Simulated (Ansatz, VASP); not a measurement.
One calculation of LiCl, two programs

File INCAR:

```
PREC = Accurate
ENCUT = 600
EDIFF = 1E-6
ISMEAR = 0
SIGMA = 0.1
LREAL = F
LASPH = T
NELM = 80
ALGO = Normal
ISIF = 3
LWAVE = F
LCHARG = F
GGA = PE
IBRION = 2
NSW = 90
EDIFFG = -0.04
```

File KPOINTS:

```
regular mesh
0
Gamma
  6 6 4
```

File POSCAR:

```
LiCl
1.0
    3.6076615462      0.0000000000      0.0000000000
   -1.8038307731      3.1243265473      0.0000000000
    0.0000000000      0.0000000000      6.0626442207
Li Cl
2 2
Direct
    0.0000000000      0.0000000000      0.5000000000
    0.0000000000      0.0000000000      0.0000000000
    0.6666666667      0.3333333333      0.2500000000
    0.3333333333      0.6666666667      0.7500000000
```

Input for Ansatz:

```yaml
crystal:
  lattice:
    - [3.6076615462, 0.0, 0.0]
    - [-1.8038307731, 3.1243265473, 0.0]
    - [0.0, 0.0, 6.0626442207]
  atoms:
    - { symbol: Li, position: [0.0, 0.0, 0.5] }
    - { symbol: Li, position: [0.0, 0.0, 0.0] }
    - { symbol: Cl, position: [0.6666666667, 0.3333333333, 0.25] }
    - { symbol: Cl, position: [0.3333333333, 0.6666666667, 0.75] }
basis:
  ecutwfc: 420
kpoints:
  mp_grid: { grid: [6, 6, 4] }
hamiltonian:
  xc: pbe
scf:
  occupations: { method: gaussian, width: 0.1 }
  lower_state_search: "off"
output:
  forces: true
  stress: true
  eigenvalues: true
relax:
  adjacent_minimum: "off"
  f_tol: 0.04
  max_steps: 70
  cell: { stress_tol: 0.4 }
```

Alike in both runs: task relaxation of cell and atoms; functional PBE; k mesh 6 × 6 × 4; occupations gaussian, width 0.1 eV; no spin polarisation.

```csv
,VASP,Ansatz
version,VASP 6.6.1,Ansatz 0.2.0
potentials or method,"VASP PAW PBE potentials, release 64 (Li_sv, Cl), cutoff 600 eV","scalar-relativistic, plane waves, PAW"
valence electrons in the cell,20,20
```

```csv
,VASP,Ansatz,Ansatz less VASP
"gap on the k mesh at the Fermi level, each at its own relaxed structure (eV)",6.23,6.22,-0.013
relaxed volume (Å³/atom),17.08,17.08,0.000
relaxed cell length with the largest relative difference (Å),3.608,3.608,0.0000
```

Noted on VASP's run: the cutoff is short for stress, so the pressure is rough; the relaxation stopped at its first step, so nothing moved.
